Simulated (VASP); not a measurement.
The system is AlRu.

```
Ru Al
1.0
     2.69967    0.00000    0.00000
     0.00000    2.69967    0.00000
     0.00000    0.00000    3.90381
Ru Al
1 1
Cartesian
  1.3498 1.3498 1.9519
  0.0000 0.0000 0.0000
```

```yaml
Program: VASP 6.6.1
Task: relaxation of cell and atoms
Functional: PBEsol
Potentials_or_basis: VASP PAW PBE potentials, release 64 (Ru_pv, Al)
Cutoff: 600 eV
k_mesh: 16 × 16 × 12
Occupations: gaussian, width 0.1 eV
Spin: no spin polarisation
```

At the start: pressure -6.7 GPa; volume 14.23 Å³/atom.

Where does the relaxation end?

Over 14 steps the energy falls by 380.1 meV/atom and the volume is 13.18 Å³/atom (-7.4 %); space group P4/mmm (No. 123, to 0.1 Å) before, Pm-3m (No. 221, to 0.1 Å).

The path:
```
step  energy change (eV)  largest force (eV/Å)  pressure (GPa)  volume (Å³)
   1              0.0000                0.0000           -6.74        28.45
   2             -0.1995                0.0000           10.13        25.98
   3             -0.2169                0.0000           17.23        25.19
   4             -0.3316                0.0000           16.16        25.14
   5             -0.6214                0.0000           16.21        24.80
   6              0.0533                0.0000           41.78        23.36
   7             -0.6588                0.0000           17.84        24.61
   8             -0.6556                0.0000           19.07        24.49
   9             -0.7485                0.0000            5.76        25.71
  10             -0.7601                0.0000           -0.19        26.39
  11             -0.7601                0.0000            0.18        26.35
  12             -0.7601                0.0000            0.16        26.35
  13             -0.7601                0.0000            0.17        26.35
  14             -0.7601                0.0000            0.10        26.36
```

Final structure:
```xyz
2
Lattice="2.9740 0.0000 0.0000 0.0000 2.9740 0.0000 0.0000 0.0000 2.9800" Properties=species:S:1:pos:R:3 pbc="T T T"
Ru    1.4870    1.4870    1.4900
Al    0.0000    0.0000    0.0000
```

Caveat: a cell axis changed by over 15 % at a fixed basis, so the end point is rough; the PAW data sets were made with another functional, which shifts forces and pressure a little.
